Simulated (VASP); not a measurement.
A run of VASP 6.6.1 is set up as follows.

The input POSCAR:

```
LiSi16
1.0
    0.0000000000      5.4300000000      5.4300000000
    5.4300000000      0.0000000000      5.4300000000
    5.4300000000      5.4300000000      0.0000000000
Si Li
16 1
Direct
    0.0007983784      0.0000621908     -0.0005610416
    0.1228995097      0.1227902572      0.1226837267
   -0.0017548454     -0.0018797065      0.5017627183
    0.1229787104      0.1228663636      0.6313504335
   -0.0018343866      0.5020126990     -0.0020447509
    0.1227867038      0.6320086173      0.1225801326
   -0.0018017036      0.5020174548      0.5017623152
    0.1274732457      0.6242640259      0.6240979691
    0.5023120332     -0.0020574400     -0.0021413094
    0.6327857797      0.1224522549      0.1223611020
    0.5023174998     -0.0020257389      0.5017846442
    0.6244059360      0.1275009866      0.6240140913
    0.5023086321      0.5020282936     -0.0021850170
    0.6243409328      0.6241136484      0.1275268660
    0.4999925073      0.4999984505      0.5000063504
    0.6243670116      0.6241385906      0.6239787376
    0.2521669953      1.2500841822      0.2485668420
```

INCAR.step1

```
SYSTEM = LiSi16
ALGO = Normal ; EDIFF = 1E-4
ENCUT = 520 ; GGA = PE
ISMEAR = 0 ; LASPH = .True.
LCHARG = .False. ; LREAL = Auto
LWAVE = .True. ; NBANDS = 48
NELECT = 66.0 ; NELM = 100
PREC = Accurate ; SIGMA = 0.05
```

Contents of INCAR.step2:

```
SYSTEM = LiSi16
ALGO = Normal ; EDIFF = 1E-7
ENCUT = 520 ; ISIF = 2
ISMEAR = 0 ; ISTART = 1
LASPH = .True. ; LCHARG = .True.
LELF = .True. ; LMIXTAU = .True.
LREAL = Auto ; LVHAR = .True.
LWAVE = .False. ; METAGGA = R2SCAN
NBANDS = 48 ; NELECT = 66.0
NELM = 100 ; PREC = Accurate
SIGMA = 0.05
```

File KPOINTS:

```
k-points
0
Gamma
  2 2 2
  0 0 0
```

Potentials or basis: VASP PAW PBE potentials, release 64 (Si, Li_sv).

Run with:

```bash
$ cat potpaw_PBE.64/Si/POTCAR potpaw_PBE.64/Li_sv/POTCAR > POTCAR
$ cp INCAR.step1 INCAR
$ mpirun -np 1 vasp_std > vasp.out
$ cp INCAR.step2 INCAR
$ mpirun -np 1 vasp_std > vasp.out
```

Task: Estimate the largest force.

Result: 0.038 eV/Å.

Forces in eV/Å, atoms in the order of the input:
```
Si   0.002  0.000 -0.007
Si  -0.007  0.004  0.006
Si   0.000  0.000 -0.005
Si  -0.004  0.006  0.005
Si   0.001  0.001 -0.001
Si  -0.007  0.005  0.007
Si   0.002 -0.001 -0.001
Si   0.006 -0.004 -0.010
Si   0.003  0.006  0.002
Si  -0.002  0.001  0.004
Si  -0.006 -0.001  0.003
Si  -0.007  0.009 -0.013
Si  -0.003  0.004 -0.007
Si  -0.010 -0.010  0.006
Si   0.000  0.002 -0.002
Si   0.011  0.011  0.005
Li   0.021 -0.031  0.006
```

Caveat: the k points lie up to 0.50 Å⁻¹ apart; the cell carries a net charge on a neutralising background, which shifts energy and pressure; the PAW data sets were made with another functional, which shifts forces and pressure a little.
